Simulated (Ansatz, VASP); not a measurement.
## BN in VASP and in Ansatz

The input POSCAR:

```
BN
1.0
    0.0000000000      1.6606296293      1.8912893641
    1.6606296293      0.0000000000      1.8912893641
    1.6606296293      1.6606296293      0.0000000000
B N
1 1
Direct
    0.0000000000      0.0000000000      0.0000000000
    0.5000000000      0.5000000000      0.5000000000
```

File INCAR.step1:

```
SYSTEM = BN
PREC = Accurate
ENCUT = 520
EDIFF = 1E-5
ISMEAR = -1
SIGMA = 0.02
LREAL = .False.
LASPH = .True.
NELM = 80
ALGO = Normal
ISIF = 2
LWAVE = .True.
GGA = PE
NBANDS = 11
```

Contents of INCAR.step2:

```
SYSTEM = BN
PREC = Accurate
ENCUT = 520
EDIFF = 1E-6
ISMEAR = -1
SIGMA = 0.02
LREAL = .False.
LASPH = .True.
NELM = 80
ALGO = Normal
ISIF = 2
LWAVE = .False.
LCHARG = .True.
GGA = PE
LHFCALC = .True.
HFSCREEN = 0.2079
PRECFOCK = Normal
LELF = .True.
LVHAR = .True.
ISTART = 1
NBANDS = 11
```

File KPOINTS:

```
regular mesh
0
Gamma
  8 8 8
  0 0 0
```

Input for Ansatz:

```yaml
crystal:
  lattice:
    - [0.0, 1.6606296293, 1.8912893641]
    - [1.6606296293, 0.0, 1.8912893641]
    - [1.6606296293, 1.6606296293, 0.0]
  atoms:
    - { symbol: B, position: [0.0, 0.0, 0.0] }
    - { symbol: "N", position: [0.5, 0.5, 0.5] }
kpoints:
  mp_grid: { grid: [8, 8, 8] }
  band_path:
    path:
      - [0.0, 0.0, 0.0]
      - [0.5, 0.0, 0.5]
      - [0.625, 0.25, 0.625]
      - [0.375, 0.375, 0.75]
      - [0.5, 0.5, 0.5]
      - [0.5, 0.25, 0.75]
      - [0.0, 0.5, 0.5]
    npoints: 1
hamiltonian:
  xc: hse06
scf:
  occupations: { method: fermi_dirac, width: 0.02 }
  n_extra_bands: 4
output:
  forces: true
  stress: true
  eigenvalues: true
  write_density: true
  write_potential: true
  elf: true
  volumetric_format: npy
```

Change from the starting cell: epitaxial_xy strain -4.9%.

Alike in both runs: task single point; functional HSE06; k mesh 8 × 8 × 8; occupations fermi-dirac, width 0.02 eV; no spin polarisation.

```csv
,VASP,Ansatz
version,VASP 6.6.1,Ansatz 0.2.0
potentials or method,"VASP PAW PBE potentials, release 64 (B, N)","plane waves, PAW"
plane-wave cutoff (eV),520,420
valence electrons in the cell,8,8
```

|  | VASP | Ansatz | Ansatz less VASP |
| --- | --- | --- | --- |
| gap on the k mesh at the Fermi level (eV) | 0.89 | 0.90 | +0.015 |
| pressure (GPa) | 10.8 | 10.4 | -0.44 |
| traceless stress, the component that is largest in VASP (GPa) | -19.07 | -18.61 | +0.464 |

The functional is the same, so the differences come from potentials, cutoffs and numerics. Ansatz's warnings: stress exchange threshold loose, stress scf threshold loose.
